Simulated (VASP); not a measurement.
# H (P6_3/mmc) in VASP: notebook, part 2 of 3

VASP 6.6.1. Earlier steps stand in the parts before.

**3. Single point, PBE, collinear spin**

INCAR

```
SYSTEM = H
PREC = Accurate ; ENCUT = 500
EDIFF = 1E-6 ; ISMEAR = -5
SIGMA = 0.1 ; LREAL = .FALSE.
LASPH = .TRUE. ; NELM = 200
ALGO = Normal ; ISIF = 2
LWAVE = .FALSE. ; LCHARG = .FALSE.
ISPIN = 2 ; MAGMOM = 1.03 1.03
LORBIT = 11 ; GGA = PE
NBANDS = 12 ; GGA_COMPAT = .FALSE.
```

KPOINTS

```
regular mesh
0
G
  3 3 4
  0 0 0
```

POSCAR

```
H
1.0
    5.1702470185      0.0000000000      0.0000000000
   -2.5851235093      4.4775652619      0.0000000000
    0.0000000000      0.0000000000      3.8495250000
H
2
Direct
    0.3333333333      0.6666666667      0.2500000000
    0.6666666667      0.3333333333      0.7500000000
```

Potentials or basis: VASP PAW PBE potentials, release 64 (H).

On the command line:

```sh
> cat potpaw_PBE.64/H/POTCAR > POTCAR
> mpirun -np 1 vasp_std > vasp.out
```

OUTCAR:

```text
SYSTEM = H
   PREC = Accurate
   ENCUT = 500
   EDIFF = 1E-6
   ISMEAR = -5
   LREAL = .FALSE.
   LASPH = .TRUE.
   NELM = 200
   ISIF = 2
   ISPIN = 2
   LORBIT = 11
   GGA = PE

 ion  position               nearest neighbor table
   1  0.333  0.667  0.250-
   2  0.667  0.333  0.750-

  LATTYP: Found a hexagonal cell.
 ALAT       =     5.1702470185
 C/A-ratio  =     0.7445534007

  Lattice vectors:

 A1 = (   5.1702470185,   0.0000000000,   0.0000000000)
 A2 = (  -2.5851235093,   4.4775652619,   0.0000000000)
 A3 = (   0.0000000000,   0.0000000000,   3.8495250000)

Analysis of symmetry for initial positions (statically):
=====================================================================
 Subroutine PRICEL returns:
 Original cell was already a primitive cell.

 Routine SETGRP: Setting up the symmetry group for a
 hexagonal supercell.

 Subroutine GETGRP returns: Found 24 space group operations
 (whereof 12 operations were pure point group operations)
 out of a pool of 24 trial point group operations.

The static configuration has the point symmetry D_3d.
 The point group associated with its full space group is D_6h.

Analysis of symmetry for dynamics (positions and initial velocities):
=====================================================================
 Subroutine PRICEL returns:
 Original cell was already a primitive cell.

 Routine SETGRP: Setting up the symmetry group for a
 hexagonal supercell.

 Subroutine GETGRP returns: Found 24 space group operations
 (whereof 12 operations were pure point group operations)
 out of a pool of 24 trial point group operations.

The dynamic configuration has the point symmetry D_3d.
 The point group associated with its full space group is D_6h.

Analysis of structural, dynamic, and magnetic symmetry:
=====================================================================
 Subroutine PRICEL returns:
 Original cell was already a primitive cell.

 Routine SETGRP: Setting up the symmetry group for a
 hexagonal supercell.

 Subroutine GETGRP returns: Found 24 space group operations
 (whereof 12 operations were pure point group operations)
 out of a pool of 24 trial point group operations.

The overall configuration has the point symmetry D_3d.
 The point group associated with its full space group is D_6h.

 Subroutine INISYM returns: Found 24 space group operations
 (whereof 12 operations are pure point group operations),
 and found     1 'primitive' translations

----------------------------------------------------------------------------------------

                                     Primitive cell

  volume of cell :      89.1170

  direct lattice vectors                    reciprocal lattice vectors
     5.170247018  0.000000000  0.000000000     0.193414356  0.111667831  0.000000000
    -2.585123509  4.477565262  0.000000000     0.000000000  0.223335662  0.000000000
     0.000000000  0.000000000  3.849525000     0.000000000  0.000000000  0.259772310

  length of vectors
     5.170247018  5.170247019  3.849525000     0.223335662  0.223335662  0.259772310

  position of ions in fractional coordinates (direct lattice)
     0.333333333  0.666666667  0.250000000
     0.666666667  0.333333333  0.750000000

  ion indices of the primitive-cell ions
   primitive index   ion index
                 1           1
                 2           2

[... 75 lines left out ...]
   IMIX   =      4    mixing-type and parameters
     AMIX     =   0.40;   BMIX     =  1.00
     AMIX_MAG =   1.60;   BMIX_MAG =  1.00
  volume/ion in A,a.u.               =      44.56       300.70
  Fermi-wavevector in a.u.,A,eV,Ry     =   0.461776  0.872630  2.901267  0.213237
  Thomas-Fermi vector in A             =   1.449004
   LORBIT       =     11    0 simple, 1 ext, 2 COOP (PROOUT), +10 PAW based schemes
   GGA     = PE    functional components
   LHFCALC =     F    Hartree Fock is set to
   AEXX    =    0.0000 exact exchange contribution
   IVDW    =     0    specifies the selected vdW correction
   LEPSILON=     F    determine dielectric tensor
   LRPA    =     F    only Hartree local field effects (RPA)
 spin polarized calculation
 Fermi weights with tetrahedron method with Bloechl corrections
  energy-cutoff  :      500.00
  volume of cell :       89.12
 maximum number of plane-waves:      2306
 NGX is ok and might be reduce to    40
   NGX = 19   NGY = 19   NGZ = 15

 number of electron       1.9999999 magnetization       1.9999999

 Free energy of the ion-electron system (eV)
  ---------------------------------------------------
  ext. energy  EPLUGINS =         0.00000000
  ---------------------------------------------------
  free energy    TOTEN  =        -2.22573208 eV

  energy without entropy =       -2.22573208  energy(sigma->0) =       -2.22573208

 E-fermi :  -6.4288     XC(G=0):   0.9566

 val. band max:       -6.4477272252   @ k =   0.0000   0.0000   0.0000
 cond. band min:       0.1648611953   @ k =   0.3333   0.3333   0.0000
 fundamental gap:      6.6125884205
 Fermi energy:        -6.4288185630

 spin component 1

 k-point     1 :       0.0000    0.0000    0.0000
  band No.  band energies     occupation
      1      -7.8673      1.00000
      2      -6.4477      1.00000
      3       1.7628      0.00000
      4       3.5912      0.00000
      5       3.5912      0.00000
      6       4.6979      0.00000
      7       4.6979      0.00000
      8       6.0652      0.00000
      9       6.9596      0.00000
     10       8.1420      0.00000
     11      10.9670      0.00000
     12      13.0645      0.00000
[... 106 lines left out ...]
 k-point     9 :       0.3333    0.3333    0.5000
  band No.  band energies     occupation
      1      -6.8367      1.00000
      2      -6.8367      1.00000
      3       1.6251      0.00000
      4       1.6251      0.00000
      5       2.6748      0.00000
      6       2.6748      0.00000
      7       6.7991      0.00000
      8       6.7991      0.00000
      9       8.2537      0.00000
     10       8.2537      0.00000
     11       9.2231      0.00000
     12       9.2231      0.00000
 Fermi energy:        -6.4288185630

 spin component 2

 k-point     1 :       0.0000    0.0000    0.0000
  band No.  band energies     occupation
      1       3.8286      0.00000
      2      10.2882      0.00000
      3      10.2883      0.00000
      4      12.1185      0.00000
      5      13.0538      0.00000
      6      13.0539      0.00000
      7      13.4339      0.00000
      8      13.8950      0.00000
      9      16.0940      0.00000
     10      20.3330      0.00000
     11      20.3331      0.00000
     12      20.5597      0.00000
[... 106 lines left out ...]
 k-point     9 :       0.3333    0.3333    0.5000
  band No.  band energies     occupation
      1       7.2018      0.00000
      2       7.2018      0.00000
      3       9.9213      0.00000
      4       9.9213      0.00000
      5      10.9013      0.00000
      6      10.9013      0.00000
      7      16.6832      0.00000
      8      16.6832      0.00000
      9      17.8418      0.00000
     10      17.8418      0.00000
     11      17.9251      0.00000
     12      17.9251      0.00000

------------------------ aborting loop because EDIFF is reached ----------------------------------------

  FORCE on cell =-STRESS in cart. coord.  units (eV):
  Direction    XX          YY          ZZ          XY          YZ          ZX
  --------------------------------------------------------------------------------------
  -------------------------------------------------------------------------------------
  Total        0.0477382      0.0477382      0.0680193     -0.0000000     -0.0000000      0.0000000
  in kB        0.8582549      0.8582549      1.2228758     -0.0000000     -0.0000000      0.0000000
  external PRESSURE =       0.9797952 kB  Pullay stress =       0.0000000 kB

 VOLUME and BASIS-vectors are now :
 -----------------------------------------------------------------------------
  energy-cutoff  :      500.00
  volume of cell :       89.12
      direct lattice vectors                 reciprocal lattice vectors
     5.170247018  0.000000000  0.000000000     0.193414356  0.111667831  0.000000000
    -2.585123509  4.477565262  0.000000000     0.000000000  0.223335662  0.000000000
     0.000000000  0.000000000  3.849525000     0.000000000  0.000000000  0.259772310

 POSITION                                       TOTAL-FORCE (eV/Angst)
 -----------------------------------------------------------------------------------
     -0.00000      2.98504      0.96238        -0.000000     -0.000000      0.000000
      2.58512      1.49252      2.88714         0.000000      0.000000     -0.000000
 -----------------------------------------------------------------------------------
    total drift:                               -0.000000      0.000000     -0.000000

  FREE ENERGIE OF THE ION-ELECTRON SYSTEM (eV)
  ---------------------------------------------------
  free  energy   TOTEN  =        -2.2257320771 eV

  energy  without entropy=       -2.2257320771  energy(sigma->0) =       -2.22573208

 total charge

# of ion       s       p       d       tot
------------------------------------------
    1        0.382   0.000   0.000   0.382
    2        0.382   0.000   0.000   0.382
--------------------------------------------------
tot          0.763   0.000   0.000   0.763

 magnetization (x)

# of ion       s       p       d       tot
------------------------------------------
    1        0.382   0.000   0.000   0.382
    2        0.382   0.000   0.000   0.382
--------------------------------------------------
tot          0.763   0.000   0.000   0.763
```

OSZICAR:

```text
N       E                     dE             d eps       ncg     rms          rms(c)
DAV:   1     0.278682379117E+01    0.27868E+01   -0.58652E+02   432   0.104E+02
DAV:   2    -0.101046818829E+01   -0.37973E+01   -0.37210E+01   544   0.182E+01
[... 14 lines left out ...]
DAV:  17    -0.222571195261E+01   -0.15640E-04   -0.46760E-10   332   0.995E-05    0.835E-06
DAV:  18    -0.222572164815E+01   -0.96955E-05   -0.60098E-11   360   0.351E-05    0.462E-06
DAV:  19    -0.222572713867E+01   -0.54905E-05   -0.33879E-11   324   0.238E-05    0.563E-06
DAV:  20    -0.222573030689E+01   -0.31682E-05   -0.11272E-11   336   0.156E-05    0.889E-07
DAV:  21    -0.222573151719E+01   -0.12103E-05   -0.25678E-12   324   0.783E-06    0.723E-07
DAV:  22    -0.222573207713E+01   -0.55994E-06   -0.11519E-12   344   0.259E-06
   1 F= -.22257321E+01 E0= -.22257321E+01  d E =0.000000E+00  mag=     2.0000
```

Wall time 53 s (1 thread of Intel Xeon 8259CL, shared host); peak memory 0.22 GiB.

Results:

```yaml
Free_energy: -2.2257 eV
Pressure: 0.1 GPa
Band_gap_on_the_k_mesh: 6.61 eV (least direct gap 7.32 eV)
Net_moment: 2.00 μB per cell
Site_moments: H +0.38 μB
Valence_electrons_inside_the_program's_atomic_spheres: H 0.38
```

Levels at points of the mesh, in eV from the valence-band top:
Spin up:
| k point | band 1 | band 2 | band 3 | band 4 | band 5 | band 6 |
| --- | --- | --- | --- | --- | --- | --- |
| (0.00, 0.00, 0.00) | -1.42 | 0.00 | 8.21 | 10.04 | 10.04 | 11.15 |
| (0.00, 0.00, 0.50) | -0.48 | -0.48 | 8.24 | 8.24 | 12.24 | 12.24 |
Spin down:
```csv
k point,band 1,band 2,band 3
"(0.00, 0.00, 0.00)",10.28,16.74,16.74
"(0.00, 0.00, 0.50)",12.79,12.79,19.25
```

Caveat: the k points lie up to 0.47 Å⁻¹ apart; the atoms stand far beyond bonding distance. A k mesh can miss the band edges.

**4. Single point, PBE, collinear spin**

INCAR

```
PREC = Accurate ; ENCUT = 500
EDIFF = 1E-6 ; ISMEAR = 0
SIGMA = 0.1 ; LREAL = False
LASPH = True ; NELM = 200
ALGO = Normal ; ISIF = 2
LWAVE = False ; LCHARG = False
ISPIN = 2 ; MAGMOM = 1.03 1.03
LORBIT = 11 ; GGA = PE
NBANDS = 12 ; GGA_COMPAT = False
```

KPOINTS

```
Automatic mesh
0
Gamma
  3 3 4
```

POSCAR

```
H
1.0
    5.1702470185      0.0000000000      0.0000000000
   -2.5851235093      4.4775652619      0.0000000000
    0.0000000000      0.0000000000      3.8495250000
H
2
Direct
    0.7613333333      1.3466666667      0.6360000000
    1.0946666667      1.0133333333      1.1360000000
```

Potentials or basis: VASP PAW PBE potentials, release 64 (H).

On the command line:

```sh
> cat potpaw_PBE.64/H/POTCAR > POTCAR
> mpirun -np 1 vasp_std > vasp.out
```

OUTCAR:

```text
PREC = Accurate
   ENCUT = 500
   EDIFF = 1E-6
   ISMEAR = 0
   LREAL = False
   LASPH = True
   NELM = 200
   ISIF = 2
   ISPIN = 2
   LORBIT = 11
   GGA = PE

 ion  position               nearest neighbor table
   1  0.761  0.347  0.636-
   2  0.095  0.013  0.136-

  LATTYP: Found a hexagonal cell.
 ALAT       =     5.1702470185
 C/A-ratio  =     0.7445534007

  Lattice vectors:

 A1 = (   5.1702470185,   0.0000000000,   0.0000000000)
 A2 = (  -2.5851235093,   4.4775652619,   0.0000000000)
 A3 = (   0.0000000000,   0.0000000000,   3.8495250000)

Analysis of symmetry for initial positions (statically):
=====================================================================
 Subroutine PRICEL returns:
 Original cell was already a primitive cell.

 Routine SETGRP: Setting up the symmetry group for a
 hexagonal supercell.

 Subroutine GETGRP returns: Found 24 space group operations
 (whereof  1 operations were pure point group operations)
 out of a pool of 24 trial point group operations.

The static configuration has the point symmetry C_1 .
 The point group associated with its full space group is D_6h.

Analysis of symmetry for dynamics (positions and initial velocities):
=====================================================================
 Subroutine PRICEL returns:
 Original cell was already a primitive cell.

 Routine SETGRP: Setting up the symmetry group for a
 hexagonal supercell.

 Subroutine GETGRP returns: Found 24 space group operations
 (whereof  1 operations were pure point group operations)
 out of a pool of 24 trial point group operations.

The dynamic configuration has the point symmetry C_1 .
 The point group associated with its full space group is D_6h.

Analysis of structural, dynamic, and magnetic symmetry:
=====================================================================
 Subroutine PRICEL returns:
 Original cell was already a primitive cell.

[... 272 lines left out ...]
      1      -6.8367      1.00000
      2      -6.8367      1.00000
      3       1.6251      0.00000
      4       1.6251      0.00000
      5       2.6748      0.00000
      6       2.6748      0.00000
      7       6.7991      0.00000
      8       6.7991      0.00000
      9       8.2537      0.00000
     10       8.2537      0.00000
     11       9.2231      0.00000
     12       9.2231      0.00000
 Fermi energy:        -6.0292718418

 spin component 2

 k-point     1 :       0.0000    0.0000    0.0000
  band No.  band energies     occupation
      1       3.8287      0.00000
      2      10.2881      0.00000
      3      10.2882      0.00000
      4      12.1178      0.00000
      5      13.0536      0.00000
      6      13.0537      0.00000
      7      13.4320      0.00000
      8      13.8960      0.00000
      9      16.0921      0.00000
     10      20.3331      0.00000
     11      20.5593      0.00000
     12      20.5596      0.00000
[... 106 lines left out ...]
 k-point     9 :       0.3333    0.3333    0.5000
  band No.  band energies     occupation
      1       7.2021      0.00000
      2       7.2022      0.00000
      3       9.9203      0.00000
      4       9.9203      0.00000
      5      10.9012      0.00000
      6      10.9012      0.00000
      7      16.6819      0.00000
      8      16.6819      0.00000
      9      17.8416      0.00000
     10      17.8416      0.00000
     11      17.9252      0.00000
     12      17.9253      0.00000

------------------------ aborting loop because EDIFF is reached ----------------------------------------

  FORCE on cell =-STRESS in cart. coord.  units (eV):
  Direction    XX          YY          ZZ          XY          YZ          ZX
  --------------------------------------------------------------------------------------
  -------------------------------------------------------------------------------------
  Total        0.0477465      0.0477465      0.0678519     -0.0000000      0.0000000      0.0000000
  in kB        0.8584045      0.8584045      1.2198656     -0.0000000      0.0000000      0.0000000
  external PRESSURE =       0.9788915 kB  Pullay stress =       0.0000000 kB

 VOLUME and BASIS-vectors are now :
 -----------------------------------------------------------------------------
  energy-cutoff  :      500.00
  volume of cell :       89.12
      direct lattice vectors                 reciprocal lattice vectors
     5.170247018  0.000000000  0.000000000     0.193414356  0.111667831  0.000000000
    -2.585123509  4.477565262  0.000000000     0.000000000  0.223335662  0.000000000
     0.000000000  0.000000000  3.849525000     0.000000000  0.000000000  0.259772310

 POSITION                                       TOTAL-FORCE (eV/Angst)
 -----------------------------------------------------------------------------------
      3.04011      1.55222      2.44830         0.000000      0.000000      0.000000
      0.45498      0.05970      0.52354        -0.000000      0.000000      0.000000
 -----------------------------------------------------------------------------------
    total drift:                                0.000000      0.000000      0.000004

  FREE ENERGIE OF THE ION-ELECTRON SYSTEM (eV)
  ---------------------------------------------------
  free  energy   TOTEN  =        -2.2257343571 eV

  energy  without entropy=       -2.2257343571  energy(sigma->0) =       -2.22573436

 total charge

# of ion       s       p       d       tot
------------------------------------------
    1        0.382   0.000   0.000   0.382
    2        0.382   0.000   0.000   0.382
--------------------------------------------------
tot          0.763   0.000   0.000   0.763

 magnetization (x)

# of ion       s       p       d       tot
------------------------------------------
    1        0.382   0.000   0.000   0.382
    2        0.382   0.000   0.000   0.382
--------------------------------------------------
tot          0.763   0.000   0.000   0.763
```

OSZICAR:

```text
N       E                     dE             d eps       ncg     rms          rms(c)
DAV:   1     0.187911720393E+01    0.18791E+01   -0.52305E+02   432   0.102E+02
DAV:   2    -0.107769352041E+01   -0.29568E+01   -0.28986E+01   536   0.195E+01
[... 14 lines left out ...]
DAV:  17    -0.222571422726E+01   -0.15575E-04   -0.46706E-10   332   0.994E-05    0.836E-06
DAV:  18    -0.222572392807E+01   -0.97008E-05   -0.60436E-11   360   0.348E-05    0.462E-06
DAV:  19    -0.222572941755E+01   -0.54895E-05   -0.35842E-11   332   0.237E-05    0.564E-06
DAV:  20    -0.222573259864E+01   -0.31811E-05   -0.12885E-11   324   0.156E-05    0.891E-07
DAV:  21    -0.222573380353E+01   -0.12049E-05   -0.40792E-12   332   0.783E-06    0.723E-07
DAV:  22    -0.222573435713E+01   -0.55360E-06   -0.18528E-13   340   0.259E-06
   1 F= -.22257344E+01 E0= -.22257344E+01  d E =-.195322E-10  mag=     2.0000
```

stdout:

```text
POSCAR found type information on POSCAR H
 POSCAR found :  1 types and       2 ions
 scaLAPACK will be used
 LDA part: xc-table for (Slater+PW92), standard interpolation
 POSCAR, INCAR and KPOINTS ok, starting setup
 FFT: planning ... GRIDC
 FFT: planning ... GRID_SOFT
 FFT: planning ... GRID
 WAVECAR not read
 entering main loop
```

It took 54 s on 1 thread of Intel Xeon 8259CL, shared host; peak memory 0.22 GiB.

What came out:

```yaml
Free_energy: -2.2257 eV
Pressure: 0.1 GPa
Band_gap_on_the_k_mesh: 6.61 eV (least direct gap 7.32 eV)
Net_moment: 2.00 μB per cell
Site_moments: H +0.38 μB
Valence_electrons_inside_the_program's_atomic_spheres: H 0.38
```

Levels at points of the mesh, in eV from the valence-band top:
Spin up:
| k point | band 1 | band 2 | band 3 | band 4 | band 5 |
| --- | --- | --- | --- | --- | --- |
| (0.00, 0.00, 0.00) | -1.42 | 0.00 | 8.21 | 10.04 | 10.04 |
| (0.00, 0.00, 0.50) | -0.48 | -0.48 | 8.24 | 8.24 | 12.24 |
Spin down:
```csv
k point,band 1,band 2,band 3
"(0.00, 0.00, 0.00)",10.28,16.74,16.74
"(0.00, 0.00, 0.50)",12.79,12.79,19.25
```

Caveat: the k points lie up to 0.47 Å⁻¹ apart; the atoms stand far beyond bonding distance. A k mesh can miss the band edges.

(Continued in part 3 of 3.)
